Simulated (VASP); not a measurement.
Write the native input for VASP 6.6.1 that does the following.

- Task: single point
- Functional: PBE
- Potentials or basis: VASP PAW PBE potentials, release 64 (Hg)
- Cutoff: 520 eV
- k mesh: 17 × 17 × 17
- Occupations: fermi-dirac, width 0.1 eV
- Spin: no spin polarisation
- Dipole correction: no
- Further INCAR settings: ALGO = Normal; EDIFF = 1e-07; NBANDS = 12

The structure of Hg lies in POSCAR:

```
Hg
1.0
    2.1324079260      1.2311462901      2.0260532828
   -2.1324079260      1.2311462901      2.0260532828
    0.0000000000     -2.4622925802      2.0260532828
Hg
1
Direct
    0.0000000000      1.0000000000      0.0000000000
```

This cell differs from its parent crystal: volume scaled by 1.08.

These files were run (other wordings do the same):

INCAR

```
SYSTEM = Hg
ALGO = Normal
EDIFF = 1E-7
ENCUT = 520
GGA = PE
ISIF = 2
ISMEAR = -1
LASPH = .True.
LCHARG = .False.
LREAL = .False.
LWAVE = .False.
NBANDS = 12
NELM = 60
PREC = Accurate
SIGMA = 0.1
```

KPOINTS

```
k-points
0
Gamma
  17 17 17
  0 0 0
```

Potentials or basis: VASP PAW PBE potentials, release 64 (Hg).

Launch:

```sh
$ cat potpaw_PBE.64/Hg/POTCAR > POTCAR
$ mpirun -np 1 vasp_std > vasp.out
```

It gave:

* Pressure: -0.5 GPa
* Band gap on the k mesh: zero (band 6 reaches 3.13 eV, above the bottom of band 7 at 0.03 eV)

Caveat: spin-orbit coupling is left out, which moves the levels of the heavy elements.

Wall time 120 s on 1 thread of AMD EPYC 7R13, with other jobs on the host, peak memory 0.28 GiB.
